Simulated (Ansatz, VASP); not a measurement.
## BiTe3: VASP beside Ansatz

File INCAR:

```
  ALGO = Normal
  EDIFF = 1E-7
  ENCUT = 520
  GGA = PE
  ISIF = 2
  ISMEAR = 0
  LASPH = T
  LCHARG = T
  LELF = T
  LREAL = F
  LVHAR = T
  LWAVE = F
  NBANDS = 24
  NELM = 60
  PREC = Accurate
  SIGMA = 0.05
```

KPOINTS

```
k-points
0
Gamma
  6 6 6
```

File POSCAR:

```
BiTe3
1.0
    6.1790706967      0.0000000000      0.0000000000
    0.0000000000      6.1790706967      0.0000000000
    0.0000000000      0.0000000000      6.1790706967
Bi Te
1 3
Direct
    0.0000000000      0.0000000000      0.0000000000
    0.5000000000      0.0000000000      0.0000000000
    0.0000000000      0.0000000000      0.5000000000
    0.0000000000      0.5000000000      0.0000000000
```

Input for Ansatz:

```yaml
crystal:
  lattice:
    - [6.1790706967, 0.0, 0.0]
    - [0.0, 6.1790706967, 0.0]
    - [0.0, 0.0, 6.1790706967]
  atoms:
    - { symbol: Bi, position: [0.0, 0.0, 0.0] }
    - { symbol: Te, position: [0.5, 0.0, 0.0] }
    - { symbol: Te, position: [0.0, 0.0, 0.5] }
    - { symbol: Te, position: [0.0, 0.5, 0.0] }
basis:
  ecutwfc: 420
  ecutrho_ratio: 4
kpoints:
  mp_grid: { grid: [6, 6, 6] }
hamiltonian:
  xc: pbe
scf:
  occupations: { method: gaussian, width: 0.05 }
output:
  forces: true
  stress: true
  eigenvalues: true
```

Alike in both runs: task single point; functional PBE; k mesh 6 × 6 × 6; occupations gaussian, width 0.05 eV; no spin polarisation.

```csv
,VASP,Ansatz
version,VASP 6.6.1,Ansatz 0.2.0
potentials or method,"VASP PAW PBE potentials, release 64 (Bi_d, Te), cutoff 520 eV","scalar-relativistic, plane waves, PAW"
valence electrons in the cell,33,63
```

|  | VASP | Ansatz | Ansatz less VASP |
| --- | --- | --- | --- |
| gap on the k mesh at the Fermi level (eV) | none | none | - |
| pressure (GPa) | -1.2 | -1.2 | +0.02 |

A gap of «none» marks a metal or a gap that the smearing closes. With one functional, cell and mesh, what is left measures potentials, basis and numerics. VASP's potentials hold 33 valence electrons a cell and Ansatz's 63, so a difference there can come from the potentials and not from the codes.

Neither program's run includes spin-orbit coupling.
